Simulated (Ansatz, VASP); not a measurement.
One calculation of Te, two programs

File INCAR:

```
PREC = Accurate
ENCUT = 520
EDIFF = 1E-6
ISMEAR = -1
SIGMA = 0.1
LREAL = False
LASPH = True
NELM = 100
ALGO = Normal
ISIF = 2
LWAVE = False
LCHARG = False
GGA = RE
NBANDS = 9
```

File KPOINTS:

```
Automatic mesh
0
Gamma
  13 13 13
```

POSCAR

```
Te
1.0
   -1.9623329662      1.9623329662      1.9623329662
    1.9623329662     -1.9623329662      1.9623329662
    1.9623329662      1.9623329662     -1.9623329662
Te
1
Direct
    0.0000000000      0.0000000000      0.0000000000
```

Input for Ansatz:

```yaml
crystal:
  lattice:
    - [-1.9623329662, 1.9623329662, 1.9623329662]
    - [1.9623329662, -1.9623329662, 1.9623329662]
    - [1.9623329662, 1.9623329662, -1.9623329662]
  atoms:
    - { symbol: Te, position: [0.0, 0.0, 0.0] }
hamiltonian:
  xc: revpbe
  pseudopotentials:
    kind: paw
    azcp:
      Te: "pseudopotentials/Te.paw.azcp"
basis:
  ecutwfc: 420
  fft_grid_basis: typed
kpoints:
  mp_grid: { grid: [13, 13, 13], shift: [0, 0, 0] }
magnetization:
  spin_polarized: false
scf:
  occupations: { method: fermi_dirac, width: 0.1 }
  lower_state_search: "off"
output:
  stress: true
```

Alike in both runs: task single point; functional revPBE; k mesh 13 × 13 × 13; occupations fermi-dirac, width 0.1 eV; no spin polarisation.

```csv
,VASP,Ansatz
version,VASP 6.6.1,Ansatz 0.2.0
potentials or method,"VASP PAW PBE potentials, release 64 (Te), cutoff 520 eV","plane waves (420 eV) with PAW, scalar-relativistic"
valence electrons in the cell,6,16
```

Ansatz gave:

| Property | Result |
| --- | --- |
| pressure (GPa) | -1.9 |

Problem. What did VASP give for the same quantities?

Solution. Pressure (GPa): -2.0.

VASP's potentials were made for PBE, not for revPBE. The functional is the same, so the differences come from potentials, cutoffs and numerics. VASP's potentials hold 6 valence electrons a cell and Ansatz's 16, so a difference there can come from the potentials and not from the codes.

Neither program's run includes spin-orbit coupling.
